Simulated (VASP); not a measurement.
# MgO (P4/mmm) in VASP: relaxation of cell and atoms with PBE

Aim: the relaxation of cell and atoms of MgO with PBE.

All numbers are computed with VASP 6.6.1; they aren't measurements. Logs are shortened: lines on timing, memory, paths and dates and some standing lists are left out, and cuts for length are marked.

## Step 1: The cell of the first run

It takes space group P4/mmm (No. 123, tetragonal). The conventional cell has a = 2.829 Å, b = 2.829 Å, c = 5.050 Å, α = 90.00°, β = 90.00°, γ = 90.00°. Within 2.7 Å of Mg (site symmetry 4/mmm) lie 4 O at 2.00 Å. Within 2.7 Å of O (site symmetry 4/mmm) lie 4 Mg at 2.00 Å.

## Step 2: Relaxation of cell and atoms, PBE

Input file INCAR:

```
  ALGO = Normal
  EDIFF = 1E-6
  EDIFFG = -0.01
  ENCUT = 600
  GGA = PE
  IBRION = 2
  ISIF = 3
  ISMEAR = 0
  LASPH = T
  LCHARG = F
  LREAL = F
  LWAVE = F
  NELM = 60
  NSW = 100
  PREC = Accurate
  SIGMA = 0.02
```

Input file KPOINTS:

```
k-points
0
Gamma
  10 10 6
```

Input file POSCAR:

```
MgO
1.0
    2.8288609874      0.0000000000      0.0000000000
    0.0000000000      2.8288609874      0.0000000000
    0.0000000000      0.0000000000      5.0497063795
Mg O
1 1
Direct
    0.5000000000      0.5000000000      0.0000000000
    0.0000000000      0.0000000000      0.0000000000
```

Potentials or basis: VASP PAW PBE potentials, release 64 (Mg, O).

Launch:

```sh
$ cat potpaw_PBE.64/Mg/POTCAR potpaw_PBE.64/O/POTCAR > POTCAR
$ mpirun -np 1 vasp_std > vasp.out
```

OUTCAR:

```text
EDIFF = 1E-6
   EDIFFG = -0.01
   ENCUT = 600
   GGA = PE
   IBRION = 2
   ISIF = 3
   ISMEAR = 0
   LASPH = T
   LREAL = F
   NELM = 60
   NSW = 100
   PREC = Accurate

 ion  position               nearest neighbor table
   1  0.500  0.500  0.000-   2 2.00   2 2.00   2 2.00   2 2.00
   2  0.000  0.000  0.000-   1 2.00   1 2.00   1 2.00   1 2.00

  LATTYP: Found a simple tetragonal cell.
 ALAT       =     2.8288609874
 C/A-ratio  =     1.7850669941

  Lattice vectors:

 A1 = (   2.8288609874,   0.0000000000,   0.0000000000)
 A2 = (   0.0000000000,   2.8288609874,   0.0000000000)
 A3 = (   0.0000000000,   0.0000000000,   5.0497063795)

Analysis of symmetry for initial positions (statically):
=====================================================================
 Subroutine PRICEL returns:
 Original cell was already a primitive cell.

 Routine SETGRP: Setting up the symmetry group for a
 simple tetragonal supercell.

 Subroutine GETGRP returns: Found 16 space group operations
 (whereof 16 operations were pure point group operations)
 out of a pool of 16 trial point group operations.

The static configuration has the point symmetry D_4h.

Analysis of symmetry for dynamics (positions and initial velocities):
=====================================================================
 Subroutine PRICEL returns:
 Original cell was already a primitive cell.

 Routine SETGRP: Setting up the symmetry group for a
 simple tetragonal supercell.

 Subroutine GETGRP returns: Found 16 space group operations
 (whereof 16 operations were pure point group operations)
 out of a pool of 16 trial point group operations.

The dynamic configuration has the point symmetry D_4h.

 Subroutine INISYM returns: Found 16 space group operations
 (whereof 16 operations are pure point group operations),
 and found     1 'primitive' translations

----------------------------------------------------------------------------------------

                                     Primitive cell

  volume of cell :      40.4100

  direct lattice vectors                    reciprocal lattice vectors
     2.828860987  0.000000000  0.000000000     0.353499166  0.000000000  0.000000000
     0.000000000  2.828860987  0.000000000     0.000000000  0.353499166  0.000000000
     0.000000000  0.000000000  5.049706379     0.000000000  0.000000000  0.198031316

  length of vectors
     2.828860987  2.828860987  5.049706379     0.353499166  0.353499166  0.198031316

  position of ions in fractional coordinates (direct lattice)
     0.500000000  0.500000000  0.000000000
     0.000000000  0.000000000  0.000000000

  ion indices of the primitive-cell ions
   primitive index   ion index
                 1           1
                 2           2

----------------------------------------------------------------------------------------

 KPOINTS: k-points

Automatic generation of k-mesh.
 Grid dimensions read from file:
 generate k-points for:   10   10    6

 Generating k-lattice:

  Cartesian coordinates                     Fractional coordinates (reciprocal lattice)
     0.035349917  0.000000000  0.000000000     0.100000000  0.000000000  0.000000000
     0.000000000  0.035349917  0.000000000     0.000000000  0.100000000  0.000000000
     0.000000000  0.000000000  0.033005219     0.000000000  0.000000000  0.166666667

  Length of vectors
     0.035349917  0.035349917  0.033005219

  Shift w.r.t. Gamma in fractional coordinates (k-lattice)
     0.000000000  0.000000000  0.000000000

 Subroutine IBZKPT returns following result:
 ===========================================

 Found     84 irreducible k-points:

 Following reciprocal coordinates:
            Coordinates               Weight
  0.000000  0.000000  0.000000      1.000000
  0.100000  0.000000  0.000000      4.000000
  0.200000  0.000000  0.000000      4.000000
  0.300000  0.000000  0.000000      4.000000
  0.400000  0.000000  0.000000      4.000000
  0.500000  0.000000  0.000000      2.000000
[... 16 lines left out ...]
  0.100000  0.000000  0.166667      8.000000
  0.200000  0.000000  0.166667      8.000000
 [... further k-points ...]
   k-points           NKPTS =     84   k-points in BZ     NKDIM =     84   number of bands    NBANDS=      8
   number of dos      NEDOS =    301   number of ions     NIONS =      2
   total plane-waves  NPLWV =  23040
   dimension x,y,z NGX =    24 NGY =   24 NGZ =   40
   dimension x,y,z NGXF=    48 NGYF=   48 NGZF=   80
   ions per type =               1   1
   NGX,Y,Z   is equivalent  to a cutoff of  14.10, 14.10, 13.17 a.u.
   NGXF,Y,Z  is equivalent  to a cutoff of  28.21, 28.21, 26.34 a.u.
 SYSTEM =  unknown system
   PREC   = accura    normal or accurate (medium, high low for compatibility)
   ISTART =      0    job   : 0-new  1-cont  2-samecut
   ICHARG =      2    charge: 1-file 2-atom 10-const
   ISPIN  =      1    spin polarized calculation?
   LNONCOLLINEAR =      F non collinear calculations
   LSORBIT =      F    spin-orbit coupling
   LASPH  =      T    aspherical Exc in radial PAW
   ENCUT  =  600.0 eV  44.10 Ry    6.64 a.u.   5.65  5.65 10.09*2*pi/ulx,y,z
   NELM   =     60;   NELMIN=  2; NELMDL= -5     # of ELM steps
   EDIFF  = 0.1E-05   stopping-criterion for ELM
   LREAL  =      F    real-space projection
   EDIFFG = -.1E-01   stopping-criterion for IOM
   NSW    =    100    number of steps for IOM
   IBRION =      2    ionic relax: 0-MD 1-quasi-New 2-CG
   NFREE  =      1    steps in history (QN), initial steepest desc. (CG)
   ISIF   =      3    stress and relaxation
   ISYM   =      2    0-nonsym 1-usesym 2-fastsym
   POTIM  = 0.5000    time-step for ionic-motion
   TEBEG  =    0.0;   TEEND  =   0.0 temperature during run
   PSTRESS=    0.0 pullay stress
   NELECT =       8.0000    total number of electrons
   NUPDOWN=      -1.0000    fix difference up-down
   EMIN   =  10.00;   EMAX   =-10.00  energy-range for DOS
   EFERMI =   0.00;   METHOD = LEGACY
   ISMEAR =     0;   SIGMA  =   0.02  broadening in eV -4-tet -1-fermi 0-gaus
   EFERMI_NEDOS =   21; number of points for ismear=-14 and -15
   IALGO  =     38    algorithm
   IMIX   =      4    mixing-type and parameters
     AMIX     =   0.40;   BMIX     =  1.00
     AMIX_MAG =   1.60;   BMIX_MAG =  1.00
  volume/ion in A,a.u.               =      20.21       136.35
  Fermi-wavevector in a.u.,A,eV,Ry     =   0.954132  1.803048 12.386302  0.910368
  Thomas-Fermi vector in A             =   2.082850
   LORBIT       =      0    0 simple, 1 ext, 2 COOP (PROOUT), +10 PAW based schemes
   GGA     = PE    functional components
   LHFCALC =     F    Hartree Fock is set to
   AEXX    =    0.0000 exact exchange contribution
   IVDW    =     0    specifies the selected vdW correction
   LEPSILON=     F    determine dielectric tensor
   LRPA    =     F    only Hartree local field effects (RPA)
 conjugate gradient relaxation of ions
 non-spin polarized calculation
 Gauss-broadening in eV      SIGMA  =   0.02
  energy-cutoff  :      600.00
  volume of cell :       40.41
 maximum number of plane-waves:      1361
 NGX is ok and might be reduce to    24
   NGX = 11   NGY = 11   NGZ = 21

--------------------------------------- Ionic step        1  -------------------------------------------

 number of electron       8.0000003 magnetization

 Free energy of the ion-electron system (eV)
  ---------------------------------------------------
  ext. energy  EPLUGINS =         0.00000000
  ---------------------------------------------------
  free energy    TOTEN  =       -11.10428153 eV

  energy without entropy =      -11.10428153  energy(sigma->0) =      -11.10428153

------------------------ aborting loop because EDIFF is reached ----------------------------------------

  FORCE on cell =-STRESS in cart. coord.  units (eV):
  Direction    XX          YY          ZZ          XY          YZ          ZX
  --------------------------------------------------------------------------------------
  -------------------------------------------------------------------------------------
  Total       -0.0989776     -0.0989776     -0.0361081      0.0000000     -0.0000000      0.0000000
  in kB       -3.9242644     -3.9242644     -1.4316139      0.0000000     -0.0000000      0.0000000
  external PRESSURE =      -3.0933809 kB  Pullay stress =       0.0000000 kB
[... 89 lines left out ...]
  FREE ENERGIE OF THE ION-ELECTRON SYSTEM (eV)
  ---------------------------------------------------
  free  energy   TOTEN  =       -11.1044179918 eV

  energy  without entropy=      -11.1044179918  energy(sigma->0) =      -11.10441799

[... ionic steps 4 to 10 ...]

--------------------------------------- Ionic step       11  -------------------------------------------

 number of electron       8.0000007 magnetization

------------------------ aborting loop because EDIFF is reached ----------------------------------------

  FORCE on cell =-STRESS in cart. coord.  units (eV):
  Direction    XX          YY          ZZ          XY          YZ          ZX
  --------------------------------------------------------------------------------------
  -------------------------------------------------------------------------------------
  Total       -0.0908837     -0.0908837     -0.0023981      0.0000000      0.0000000      0.0000000
  in kB       -3.8878179     -3.8878179     -0.1025870      0.0000000      0.0000000      0.0000000
  external PRESSURE =      -2.6260743 kB  Pullay stress =       0.0000000 kB
[... 57 lines left out ...]
  energy  without entropy=      -11.1060212996  energy(sigma->0) =      -11.10602130

--------------------------------------- Ionic step       13  -------------------------------------------

 number of electron       8.0000005 magnetization

 Free energy of the ion-electron system (eV)
  ---------------------------------------------------
  ext. energy  EPLUGINS =         0.00000000
  ---------------------------------------------------
  free energy    TOTEN  =       -11.10607200 eV

  energy without entropy =      -11.10607200  energy(sigma->0) =      -11.10607200

 E-fermi :  -0.6117     XC(G=0):  -7.2859

 val. band max:       -0.7323228960   @ k =   0.5000   0.5000   0.0000
 cond. band min:       1.4184033302   @ k =   0.0000   0.0000   0.0000
 fundamental gap:      2.1507262262
 Fermi energy:        -0.6117014888

 k-point     1 :       0.0000    0.0000    0.0000
  band No.  band energies     occupation
      1     -17.0673      2.00000
      2      -2.4151      2.00000
      3      -0.9990      2.00000
      4      -0.9990      2.00000
      5       1.4184      0.00000
      6       8.5629      0.00000
      7       9.7875      0.00000
      8      11.4981      0.00000
[... 243 lines left out ...]
 k-point    24 :       0.2000    0.0000    0.1667
  band No.  band energies     occupation
      1     -16.8308      2.00000
      2      -2.5075      2.00000
      3      -2.2436      2.00000
      4      -0.9946      2.00000
      5       2.8280      0.00000
      6       7.6895      0.00000
      7      11.4598      0.00000
      8      11.7094      0.00000

 [... further k-points ...]
[... 5 lines left out ...]
  --------------------------------------------------------------------------------------
  -------------------------------------------------------------------------------------
  Total       -0.0043386     -0.0043386      0.0023937      0.0000000     -0.0000000     -0.0000000
  in kB       -0.1879470     -0.1879470      0.1036961      0.0000000     -0.0000000     -0.0000000
  external PRESSURE =      -0.0907326 kB  Pullay stress =       0.0000000 kB
[... 17 lines left out ...]
  FREE ENERGIE OF THE ION-ELECTRON SYSTEM (eV)
  ---------------------------------------------------
  free  energy   TOTEN  =       -11.1060719986 eV

  energy  without entropy=      -11.1060719986  energy(sigma->0) =      -11.10607200

 reached required accuracy - stopping structural energy minimisation
```

It took 98 s on 1 thread of AMD EPYC 9R45 (Zen 5), shared host; peak memory 0.16 GiB.

Results:

```
Free energy                            : -11.1061 eV
Relaxed volume                         : 18.49 Å³/atom
Relaxed cell                           : a = 2.825 Å, b = 2.825 Å, c = 4.635 Å, α = 90.00°, β = 90.00°, γ = 90.00°
Space group after relaxing (to 0.05 Å) : P4/mmm (No. 123)
Energy gained by relaxing              : 0.9 meV/atom
Ionic steps                            : 13
Pressure after relaxing                : 0.0 GPa
Band gap on the k mesh                 : 2.15 eV, indirect (least direct gap 2.42 eV)
```

The path:
```
step  energy change (eV)  largest force (eV/Å)  pressure (GPa)  volume (Å³)
   1              0.0000                0.0000           -0.31        40.41
   2              0.0000                0.0000            0.20        40.18
   3             -0.0001                0.0000           -0.02        40.28
   4             -0.0002                0.0000           -0.02        40.25
   5             -0.0002                0.0000           -0.03        40.17
   6             -0.0004                0.0000           -0.03        39.99
   7             -0.0006                0.0000           -0.10        39.65
   8             -0.0011                0.0000           -0.18        38.95
   9             -0.0016                0.0000           -0.34        37.56
  10             -0.0016                0.0000           -0.31        37.53
  11             -0.0017                0.0000           -0.26        37.45
  12             -0.0017                0.0000           -0.17        37.30
  13             -0.0018                0.0000           -0.01        36.98
```

Final structure:
```
Mg O
1.0
     2.82485    0.00000    0.00000
     0.00000    2.82485    0.00000
     0.00000    0.00000    4.63480
Mg O
1 1
Direct
  0.50000 0.50000 0.00000
  0.00000 0.00000 0.00000
```

A k mesh can miss the band edges. Expect the measured gap to be larger: semilocal functionals such as PBE lack the derivative discontinuity.
